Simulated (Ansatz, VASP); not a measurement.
## Two plane-wave programs on LiH

```
CELL_PARAMETERS angstrom
0.00000 1.91880 1.91880
1.91880 0.00000 1.91880
1.91880 1.91880 0.00000
ATOMIC_POSITIONS crystal
Li 0.00000 0.00000 0.00000
H 0.50000 0.50000 0.50000
```

Alike in both runs: task single point; functional r2SCAN; k mesh 10 × 10 × 10; occupations gaussian, width 0.02 eV; no spin polarisation.

|  | VASP | Ansatz |
| --- | --- | --- |
| version | VASP 6.6.1 | Ansatz 0.2.0 |
| potentials or method | VASP PAW PBE potentials, release 64 (Li_sv, H), cutoff 520 eV | scalar-relativistic, plane waves, PAW |
| valence electrons in the cell | 4 | 4 |

|  | VASP | Ansatz | Ansatz less VASP |
| --- | --- | --- | --- |
| gap on the k mesh at the Fermi level (eV) | 3.49 | 3.53 | +0.041 |
| least direct gap on the mesh (eV) | 3.49 | 3.53 | +0.041 |

VASP's potentials were made for PBE, not for r2SCAN. The functional is the same, so the differences come from potentials, cutoffs and numerics.

Noted on VASP's run: the cutoff is short for stress, so the pressure is rough.
